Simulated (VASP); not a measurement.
Input of a VASP 6.6.1 run:

File INCAR:

```
PREC = Accurate
ENCUT = 520
EDIFF = 1E-6
ISMEAR = -1
SIGMA = 0.05
LREAL = False
LASPH = True
NELM = 100
ALGO = Normal
ISIF = 2
LWAVE = False
LCHARG = True
GGA = PS
LELF = True
LVHAR = True
NBANDS = 15
```

File KPOINTS:

```
regular mesh
0
Gamma
  11 11 6
```

POSCAR

```
Os
1.0
    2.7700791260      0.0000000000      0.0000000000
   -1.3850395630      2.3989588936      0.0000000000
    0.0000000000      0.0000000000      4.3765446767
Os
2
Direct
    0.6666666667      0.3333333333      0.7500000000
    0.3333333333      0.6666666667      0.2500000000
```

Potentials or basis: VASP PAW PBE potentials, release 64 (Os).

Command:

```sh
$ cat potpaw_PBE.64/Os/POTCAR > POTCAR
$ mpirun -np 1 vasp_std > vasp.out
```

Question: Estimate the band gap on the k mesh.

Answer: Zero (band 8 reaches 10.69 eV, above the bottom of band 9 at 7.03 eV).

Question: What does it give for the pressure?

Answer: -17.6 GPa.

Stress tensor (GPa, compression positive):
```
-17.22   0.00   0.00
  0.00 -17.22   0.00
  0.00   0.00 -18.37
```

Caveat: the PAW data sets were made with another functional, which shifts forces and pressure a little; spin-orbit coupling is left out, which moves the levels of the heavy elements.
